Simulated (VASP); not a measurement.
Mo: single point with PBE+D3(BJ)

The system is Mo, a slab with vacuum.

```
Mo
1.0
     5.42169    0.00000    0.00000
    -1.80723    5.11162    0.00000
     0.00000    0.00000   25.19080
Mo
12
Cartesian
  0.9036 1.2779 8.0000
  0.0000 3.8337 8.0000
  3.6145 1.2779 8.0000
  2.7108 3.8337 8.0000
  1.8028 2.5592 10.1523
  2.7081 0.0020 10.0893
  -0.9145 2.5635 10.1639
  -0.0047 0.0031 10.1523
  2.6678 3.8642 12.3925
  3.5753 1.2783 12.3044
  -0.0135 3.8705 12.3044
  0.9477 1.2468 12.3152
```

| Item | Value |
| --- | --- |
| Program | VASP 6.6.1 |
| Task | single point |
| Functional | PBE |
| Dispersion | D3(BJ) |
| Potentials or basis | VASP PAW PBE potentials, release 64 (Mo_sv) |
| Cutoff | 520 eV |
| k mesh | 4 × 4 × 1 |
| Occupations | gaussian, width 0.1 eV |
| Spin | no spin polarisation |
| Dipole correction | yes |
| Further INCAR settings | ALGO = Normal; EDIFF = 1e-06; NBANDS = 96 |

* Largest force: 0.775 eV/Å
* Band gap on the k mesh: zero (bands 84 and 85 overlap by 1.87 eV)
* Dispersion energy per atom: -0.477 eV

Forces in eV/Å, atoms in the order of the input:
```
Mo  -0.134  0.094 -0.036
Mo  -0.058 -0.088  0.017
Mo   0.064  0.084  0.017
Mo   0.055 -0.039 -0.023
Mo  -0.051  0.082  0.112
Mo   0.092 -0.065  0.767
Mo   0.029 -0.020  0.104
Mo  -0.094  0.020  0.112
Mo   0.117 -0.083 -0.754
Mo   0.417  0.152 -0.109
Mo  -0.005 -0.444 -0.109
Mo  -0.432  0.305 -0.099
```

Levels at points of the mesh, in eV from the Fermi level:
```csv
k point,band 82,band 83,band 84,band 85,band 86,band 87,band 88,band 89
"(0.00, 0.00, 0.00)",0.30,0.81,1.23,1.26,1.27,1.32,1.35,1.55
"(0.50, 0.00, 0.00)",-0.65,-0.65,-0.51,0.23,0.35,0.39,0.40,0.51
"(0.50, 0.50, 0.00)",-0.76,-0.70,-0.68,-0.64,-0.57,-0.32,-0.25,0.30
```

It took 25 min on 1 thread of AMD EPYC 7R13 Processor (Zen 3), on a shared host, peak memory 0.74 GiB.
